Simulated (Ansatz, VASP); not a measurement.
One calculation of W, two programs

Contents of POSCAR:

```
W
1.0
    0.0000000000      1.9882862878      1.9882862878
    1.9882862878      0.0000000000      1.9882862878
    1.9882862878      1.9882862878      0.0000000000
W
1
Direct
    0.0000000000      0.0000000000      0.0000000000
```

The input INCAR.step1:

```
SYSTEM = W
ALGO = Normal
EDIFF = 1E-4
ENCUT = 520
GGA = PE
ISMEAR = 0
LASPH = .True.
LCHARG = .False.
LREAL = .False.
LWAVE = .True.
NBANDS = 13
NELM = 80
PREC = Accurate
SIGMA = 0.1
```

INCAR.step2

```
SYSTEM = W
ALGO = Normal
EDIFF = 1E-6
ENCUT = 520
ISIF = 2
ISMEAR = 0
ISTART = 1
LASPH = .True.
LCHARG = .False.
LMIXTAU = .True.
LREAL = .False.
LWAVE = .False.
METAGGA = R2SCAN
NBANDS = 13
NELM = 80
PREC = Accurate
SIGMA = 0.1
```

File KPOINTS:

```
k-points
0
Gamma
  18 18 18
  0 0 0
```

Input for Ansatz:

```yaml
crystal:
  lattice:
    - [0.0, 1.9882862876, 1.9882862876]
    - [1.9882862876, 0.0, 1.9882862876]
    - [1.9882862876, 1.9882862876, 0.0]
  atoms:
    - { symbol: W, position: [0.0, 0.0, 0.0] }
basis:
  ecutwfc: 500
kpoints:
  mp_grid: { grid: [18, 18, 18] }
hamiltonian:
  xc: r2scan
scf:
  occupations: { method: gaussian, width: 0.1 }
output:
  forces: true
  stress: true
  eigenvalues: true
```

Alike in both runs: task single point; functional r2SCAN; k mesh 18 × 18 × 18; occupations gaussian, width 0.1 eV; no spin polarisation.

```csv
,VASP,Ansatz
version,VASP 6.6.1,Ansatz 0.2.0
potentials or method,"VASP PAW PBE potentials, release 64 (W_sv), cutoff 520 eV","scalar-relativistic, plane waves, PAW"
valence electrons in the cell,14,14
```

Ansatz gave:

| Property | Result |
| --- | --- |
| gap on the k mesh at the Fermi level (eV) | none |
| pressure (GPa) | 9.8 |

Q: Estimate VASP's values.

A: gap on the k mesh at the Fermi level (eV): none; pressure (GPa): 11.1.

VASP's potentials were made for PBE, not for r2SCAN. A gap of «none» marks a metal or a gap that the smearing closes.

Spin-orbit coupling is off throughout.
